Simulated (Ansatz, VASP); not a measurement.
**Sb: VASP beside Ansatz**

```
Sb
1.0
     3.30703    0.00000    0.00000
    -1.65352    2.86397    0.00000
     0.00000    0.00000   11.03414
Sb
4
Direct
  0.00000 0.00000 0.00000
  0.33333 0.66667 0.25000
  0.00000 0.00000 0.50000
  0.66667 0.33333 0.75000
```

Alike in both runs: functional PBE; dispersion D3(BJ); k mesh 12 × 12 × 4; occupations gaussian, width 0.1 eV; no spin polarisation.

Ansatz relaxed the structure, and its values are those at the end. VASP's run is a single point on that final structure, the one shown.

|  | VASP | Ansatz |
| --- | --- | --- |
| version | VASP 6.6.1 | Ansatz 0.2.0 |
| potentials or method | VASP PAW PBE potentials, release 64 (Sb), cutoff 520 eV | scalar-relativistic, plane waves, PAW |
| valence electrons in the cell | 20 | 60 |

Ansatz gave:

- gap on the k mesh at the Fermi level (eV): none
- pressure (GPa): 0.0

Question: What did VASP give for the same quantities?

Answer: gap on the k mesh at the Fermi level (eV): none; pressure (GPa): -0.1.

A gap of «none» marks a metal or a gap that the smearing closes. VASP's potentials hold 20 valence electrons a cell and Ansatz's 60, so a difference there can come from the potentials and not from the codes.

Spin-orbit coupling is off throughout.
